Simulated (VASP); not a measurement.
Write the native input for VASP 6.6.1 that does the following.

| Item | Value |
| --- | --- |
| Task | single point |
| Functional | PBEsol |
| Potentials or basis | VASP PAW PBE potentials, release 64 (Al, Ga_d, N) |
| Cutoff | 520 eV |
| k mesh | 6 × 8 × 4 |
| Occupations | gaussian, width 0.02 eV |
| Spin | no spin polarisation |
| Dipole correction | no |
| Further INCAR settings | ALGO = Normal; EDIFF = 1e-07; NBANDS = 31 |

The structure of Al3GaN4 lies in POSCAR:

```
Al3GaN4
1.0
    5.0376935905      0.0000000000      0.0000000000
    0.0000000000      3.1254377800      0.0000000000
   -0.0033559659      0.0000000000      5.4111720837
Al Ga N
3 1 4
Direct
    0.5002092052      0.5000000000      0.1673357462
    0.0009088470      0.5000000000      0.8348136452
    0.0010748002      0.0000000000      0.3316898122
    0.4993513707      0.0000000000      0.6661741720
    0.1111926054      0.0000000000      0.6662887934
    0.1224967130      0.5000000000      0.1671314433
    0.6251437316      0.5000000000      0.8402311897
    0.6232217269      0.0000000000      0.3263361981
```

These files were run (other wordings do the same):

INCAR

```
PREC = Accurate ; ENCUT = 520
EDIFF = 1E-7 ; ISMEAR = 0
SIGMA = 0.02 ; LREAL = F
LASPH = T ; NELM = 100
ALGO = Normal ; ISIF = 2
LWAVE = F ; LCHARG = F
GGA = PS ; NBANDS = 31
```

KPOINTS

```
regular mesh
0
Gamma
  6 8 4
```

Potentials or basis: VASP PAW PBE potentials, release 64 (Al, Ga_d, N).

The run is started by

```console
$ cat potpaw_PBE.64/Al/POTCAR potpaw_PBE.64/Ga_d/POTCAR potpaw_PBE.64/N/POTCAR > POTCAR
$ mpirun -np 1 vasp_std > vasp.out
```

It gave:

| Item | Value |
| --- | --- |
| Pressure | 0.7 GPa |
| Largest force | 0.018 eV/Å |
| Band gap on the k mesh | 3.53 eV |

Caveat: the PAW data sets were made with another functional, which shifts forces and pressure a little.

Run time: 62 s on 1 thread of Intel(R) Xeon(R) 6975P-C (Granite Rapids) (shared host), peak memory 0.29 GiB.
